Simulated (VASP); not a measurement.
Input of a VASP 6.6.1 run:

Contents of POSCAR:

```
ZnS
1.0
    3.9589906172      0.0000000000      0.0000000000
   -1.9794953086      3.4285864478      0.0000000000
    0.0000000000      0.0000000000      5.9959057460
Zn S
2 2
Direct
    0.3333333333      0.6666666667      0.0053880710
    0.6666666667      0.3333333333      0.5053880710
    0.3333333333      0.6666666667      0.3796119290
    0.6666666667      0.3333333333      0.8796119290
```

INCAR.step1

```
SYSTEM = ZnS
  PREC = Accurate
  ENCUT = 520
  ISMEAR = 0
  SIGMA = 0.05
  LREAL = .FALSE.
  LASPH = .TRUE.
  NELM = 80
  NBANDS = 26
  GGA = PE
  ALGO = Normal
  EDIFF = 1E-4
  LWAVE = .TRUE.
  LCHARG = .FALSE.
```

The input INCAR.step2:

```
SYSTEM = ZnS
  PREC = Accurate
  ENCUT = 520
  EDIFF = 1E-7
  ISMEAR = 0
  SIGMA = 0.05
  LREAL = .FALSE.
  LASPH = .TRUE.
  NELM = 80
  ALGO = Normal
  ISIF = 2
  LWAVE = .FALSE.
  LCHARG = .FALSE.
  METAGGA = R2SCAN
  LMIXTAU = .TRUE.
  NBANDS = 26
  ISTART = 1
```

The input KPOINTS:

```
regular mesh
0
G
  6 6 4
  0 0 0
```

Potentials or basis: VASP PAW PBE potentials, release 64 (Zn, S).

Command:

```console
$ cat potpaw_PBE.64/Zn/POTCAR potpaw_PBE.64/S/POTCAR > POTCAR
$ cp INCAR.step1 INCAR
$ mpirun -np 1 vasp_std > vasp.out
$ cp INCAR.step2 INCAR
$ mpirun -np 1 vasp_std > vasp.out
```

Problem. What does it give for the largest force?

Solution. 0.605 eV/Å.

Problem. Predict the pressure.

Solution. -1.8 GPa.

Problem. Predict the band gap on the k mesh.

Solution. 2.59 eV.

Forces on the atoms (eV/Å):
```
Zn   0.000  0.000 -0.605
Zn   0.000  0.000 -0.605
S    0.000  0.000  0.605
S    0.000  0.000  0.605
```

Caveat: the cell differs from its parent crystal (strain +0.040 along x and y, -0.040 along z); the PAW data sets were made with another functional, which shifts forces and pressure a little.
